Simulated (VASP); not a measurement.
# InSb (I-4m2) in VASP: notebook, part 2 of 2

VASP 6.6.1.

## 6. Single point, PBE (strain +0.080 along x and y, -0.040 along z)

Input file INCAR:

```
  PREC = Accurate
  ENCUT = 520
  EDIFF = 1E-7
  ISMEAR = 0
  SIGMA = 0.15
  LREAL = F
  LASPH = T
  NELM = 100
  ALGO = Normal
  ISIF = 2
  LWAVE = F
  LCHARG = F
  GGA = PE
  NBANDS = 16
```

Input file KPOINTS:

```
regular mesh
0
Gamma
  16 16 16
```

Input file POSCAR:

```
InSb
1.0
    0.0000000000      3.5828189905      3.1847279916
    3.5828189905      0.0000000000      3.1847279916
    3.5828189905      3.5828189905      0.0000000000
In Sb
1 1
Direct
    0.0000000000      0.0000000000      0.0000000000
    0.7500000000      0.7500000000      0.7500000000
```

Potentials or basis: VASP PAW PBE potentials, release 64 (In_d, Sb).

Command:

```sh
$ cat potpaw_PBE.64/In_d/POTCAR potpaw_PBE.64/Sb/POTCAR > POTCAR
$ mpirun -np 1 vasp_std > vasp.out
```

OUTCAR:

```text
PREC = Accurate
   ENCUT = 520
   EDIFF = 1E-7
   ISMEAR = 0
   LREAL = F
   LASPH = T
   NELM = 100
   ISIF = 2
   GGA = PE

 ion  position               nearest neighbor table
   1  0.000  0.000  0.000-   2 2.99   2 2.99   2 2.99   2 2.99
   2  0.750  0.750  0.750-   1 2.99   1 2.99   1 2.99   1 2.99

  LATTYP: Found a body centered tetragonal cell.
 ALAT       =     5.0668712079
 C/A-ratio  =     1.2570787221

  Lattice vectors:

 A1 = (   0.0000000000,  -3.5828189905,  -3.1847279916)
 A2 = (   0.0000000000,   3.5828189905,  -3.1847279916)
 A3 = (   3.5828189905,   0.0000000000,   3.1847279916)

Analysis of symmetry for initial positions (statically):
=====================================================================
 Subroutine PRICEL returns:
 Original cell was already a primitive cell.

 Routine SETGRP: Setting up the symmetry group for a
 body centered tetragonal supercell.

 Subroutine GETGRP returns: Found  8 space group operations
 (whereof  8 operations were pure point group operations)
 out of a pool of 16 trial point group operations.

The static configuration has the point symmetry D_2d.

Analysis of symmetry for dynamics (positions and initial velocities):
=====================================================================
 Subroutine PRICEL returns:
 Original cell was already a primitive cell.

 Routine SETGRP: Setting up the symmetry group for a
 body centered tetragonal supercell.

 Subroutine GETGRP returns: Found  8 space group operations
 (whereof  8 operations were pure point group operations)
 out of a pool of 16 trial point group operations.

The dynamic configuration has the point symmetry D_2d.

 Subroutine INISYM returns: Found  8 space group operations
 (whereof  8 operations are pure point group operations),
 and found     1 'primitive' translations

----------------------------------------------------------------------------------------

[... 105 lines left out ...]
   EMIN   =  10.00;   EMAX   =-10.00  energy-range for DOS
   EFERMI =   0.00;   METHOD = LEGACY
   ISMEAR =     0;   SIGMA  =   0.15  broadening in eV -4-tet -1-fermi 0-gaus
   EFERMI_NEDOS =   21; number of points for ismear=-14 and -15
   IALGO  =     38    algorithm
   IMIX   =      4    mixing-type and parameters
     AMIX     =   0.40;   BMIX     =  1.00
     AMIX_MAG =   1.60;   BMIX_MAG =  1.00
  volume/ion in A,a.u.               =      40.88       275.88
  Fermi-wavevector in a.u.,A,eV,Ry     =   0.988511  1.868016 13.294995  0.977155
  Thomas-Fermi vector in A             =   2.120043
   LORBIT       =      0    0 simple, 1 ext, 2 COOP (PROOUT), +10 PAW based schemes
   GGA     = PE    functional components
   LHFCALC =     F    Hartree Fock is set to
   AEXX    =    0.0000 exact exchange contribution
   IVDW    =     0    specifies the selected vdW correction
   LEPSILON=     F    determine dielectric tensor
   LRPA    =     F    only Hartree local field effects (RPA)
 non-spin polarized calculation
 Gauss-broadening in eV      SIGMA  =   0.15
  energy-cutoff  :      520.00
  volume of cell :       81.76
 maximum number of plane-waves:      2240
   NGX = 17   NGY = 17   NGZ = 19

 number of electron      17.9999999 magnetization

 Free energy of the ion-electron system (eV)
  ---------------------------------------------------
  ext. energy  EPLUGINS =         0.00000000
  ---------------------------------------------------
  free energy    TOTEN  =        -6.80481464 eV

  energy without entropy =       -6.80383076  energy(sigma->0) =       -6.80432270

 E-fermi :   3.4956     XC(G=0):  -7.9354

 val. band max:        3.3756177629   @ k =  -0.0625   0.0625   0.0000
 cond. band min:       3.5021171083   @ k =   0.0625   0.0000   0.0625
 fundamental gap:      0.1264993454
 Fermi energy:         3.4955577107

 k-point     1 :       0.0000    0.0000    0.0000
  band No.  band energies     occupation
      1     -10.9760      2.00000
      2     -10.9760      2.00000
      3     -10.9514      2.00000
      4     -10.9399      2.00000
      5     -10.9117      2.00000
      6      -6.3264      2.00000
[... 433 lines left out ...]
      3     -10.9506      2.00000
      4     -10.9397      2.00000
      5     -10.9117      2.00000
      6      -6.2597      2.00000
[... 8 lines left out ...]
     15      10.0881      0.00000
     16      10.6579      0.00000

 [... further k-points ...]
[... 5 lines left out ...]
  --------------------------------------------------------------------------------------
  -------------------------------------------------------------------------------------
  Total       -2.0622713     -2.0622713     -0.7991060      0.0000000     -0.0000000     -0.0000000
  in kB      -40.4114386    -40.4114386    -15.6589595      0.0000000     -0.0000000     -0.0000000
  external PRESSURE =     -32.1606122 kB  Pullay stress =       0.0000000 kB

 VOLUME and BASIS-vectors are now :
 -----------------------------------------------------------------------------
  energy-cutoff  :      520.00
  volume of cell :       81.76
      direct lattice vectors                 reciprocal lattice vectors
     0.000000000  3.582818990  3.184727992    -0.139554915  0.139554915  0.156999279
     3.582818990  0.000000000  3.184727992     0.139554915 -0.139554915  0.156999279
     3.582818990  3.582818990  0.000000000     0.139554915  0.139554915 -0.156999279

 POSITION                                       TOTAL-FORCE (eV/Angst)
 -----------------------------------------------------------------------------------
      0.00000      0.00000      0.00000         0.000000      0.000000      0.000000
      5.37423      5.37423      4.77709        -0.000000     -0.000000      0.000000
 -----------------------------------------------------------------------------------
    total drift:                                0.000002      0.000002      0.000001

  FREE ENERGIE OF THE ION-ELECTRON SYSTEM (eV)
  ---------------------------------------------------
  free  energy   TOTEN  =        -6.8048146416 eV

  energy  without entropy=       -6.8038307571  energy(sigma->0) =       -6.80432270
```

OSZICAR:

```text
N       E                     dE             d eps       ncg     rms          rms(c)
DAV:   1     0.111511663634E+03    0.11151E+03   -0.77646E+03 11168   0.106E+03
DAV:   2     0.505323826624E+00   -0.11101E+03   -0.10755E+03 12672   0.271E+02
DAV:   3    -0.666940803880E+01   -0.71747E+01   -0.71448E+01 14280   0.716E+01
DAV:   4    -0.687731879493E+01   -0.20791E+00   -0.20787E+00 14224   0.145E+01
DAV:   5    -0.688769974308E+01   -0.10381E-01   -0.10381E-01 17024   0.256E+00    0.305E+00
DAV:   6    -0.680820226129E+01    0.79497E-01   -0.15097E-01 16608   0.500E+00    0.176E+00
DAV:   7    -0.680274636027E+01    0.54559E-02   -0.47011E-02 14400   0.174E+00    0.538E-01
DAV:   8    -0.680408315954E+01   -0.13368E-02   -0.59636E-03 14344   0.778E-01    0.149E-01
DAV:   9    -0.680470959277E+01   -0.62643E-03   -0.82886E-04 14440   0.244E-01    0.622E-02
DAV:  10    -0.680476570460E+01   -0.56112E-04   -0.47565E-05 14360   0.465E-02    0.231E-02
DAV:  11    -0.680481294386E+01   -0.47239E-04   -0.86142E-05 13104   0.496E-02    0.173E-02
DAV:  12    -0.680481363960E+01   -0.69574E-06   -0.11143E-06 14288   0.807E-03    0.942E-03
DAV:  13    -0.680481492180E+01   -0.12822E-05   -0.12942E-06 13504   0.569E-03    0.269E-03
DAV:  14    -0.680481464130E+01    0.28050E-06   -0.12811E-07 13824   0.305E-03    0.157E-03
DAV:  15    -0.680481464162E+01   -0.32219E-09   -0.16210E-08  8928   0.103E-03
   1 F= -.68048146E+01 E0= -.68043227E+01  d E =-.983885E-03
```

stdout:

```text
POSCAR found type information on POSCAR InSb
 POSCAR found :  2 types and       2 ions
 scaLAPACK will be used
 LDA part: xc-table for (Slater+PW92), standard interpolation
 POSCAR, INCAR and KPOINTS ok, starting setup
 FFT: planning ... GRIDC
 FFT: planning ... GRID_SOFT
 FFT: planning ... GRID
 WAVECAR not read
 entering main loop
```

Wall time 7.3 min (1 thread of Intel Xeon 6975P-C, shared host); peak memory 0.6 GiB.

What came out:

```yaml
Free_energy: -6.8048 eV
Pressure: -3.2 GPa
```

Caveat: the cell differs from its parent crystal (strain +0.080 along x and y, -0.040 along z); spin-orbit coupling is left out, which moves the levels of the heavy elements.

## 7. Overview

| cell | pressure (GPa) |
| --- | --- |
| a = 4.508, b = 4.508, c = 4.692 Å, angles 58.6, 58.6, 62.7°, 2 atoms | 3.6 |
| a = 4.599, b = 4.599, c = 4.692 Å, angles 59.3, 59.3, 61.3°, 2 atoms | 1.6 |
| a = 4.883, b = 4.883, c = 4.692 Å, angles 61.3, 61.3, 57.4°, 2 atoms | -2.4 |
| a = 4.786, b = 4.786, c = 4.879 Å, angles 59.4, 59.4, 61.3°, 2 atoms | -2.4 |
| a = 4.794, b = 4.794, c = 5.067 Å, angles 58.1, 58.1, 63.8°, 2 atoms | -3.2 |

Alike in all rows: task single point; level PBE; potentials or basis VASP PAW PBE potentials, release 64 (In_d, Sb); no spin polarisation; k mesh 16 × 16 × 16; cutoff (eV) 520; smearing gaussian 0.15 eV.

Caveats: spin-orbit coupling is left out, which moves the levels of the heavy elements.

Absolute energies hang on the potentials; compare differences alone.
